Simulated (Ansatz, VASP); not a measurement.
**Se in VASP and in Ansatz**

```
Se
1.0
     5.60422    3.23560    1.45638
    -5.60422    3.23560    1.45638
     0.00000   -6.47120    1.45638
Se
6
Direct
  0.28066 0.16251 0.91818
  0.91818 0.28066 0.16251
  0.16251 0.91818 0.28066
  0.71934 0.83749 0.08182
  0.08182 0.71934 0.83749
  0.83749 0.08182 0.71934
```

Change from the starting cell: volume scaled by 0.96, crystal datasets.

Alike in both runs: task electric field gradients; functional PBEsol; k mesh 6 × 6 × 6; occupations fermi-dirac, width 0.01 eV; no spin polarisation.

|  | VASP | Ansatz |
| --- | --- | --- |
| version | VASP 6.6.1 | Ansatz 0.2.0 |
| potentials or method | VASP PAW PBE potentials, release 64 (Se), cutoff 520 eV | all-electron PAW with datasets made for the crystal, scalar-relativistic |

Ansatz gave:

- gap on the k mesh at the Fermi level (eV): 1.21
- pressure (GPa): 2.5
- traceless stress, the component that is largest in VASP (GPa): -0.78
- rms of the force components (eV/Å): 0.474
- size of Vzz on the site where it differs most (V/Å²): 556.2

Task: What did VASP give for the same quantities?

Result: gap on the k mesh at the Fermi level (eV): 1.20; pressure (GPa): 2.8; traceless stress, the component that is largest in VASP (GPa): -0.88; rms of the force components (eV/Å): 0.512; size of Vzz on the site where it differs most (V/Å²): 531.2.

VASP's potentials were made for PBE, not for PBEsol. Atom by atom the forces differ by 0.038 eV/Å (rms over components). Ansatz ran all-electron here, and VASP with PAW potentials.
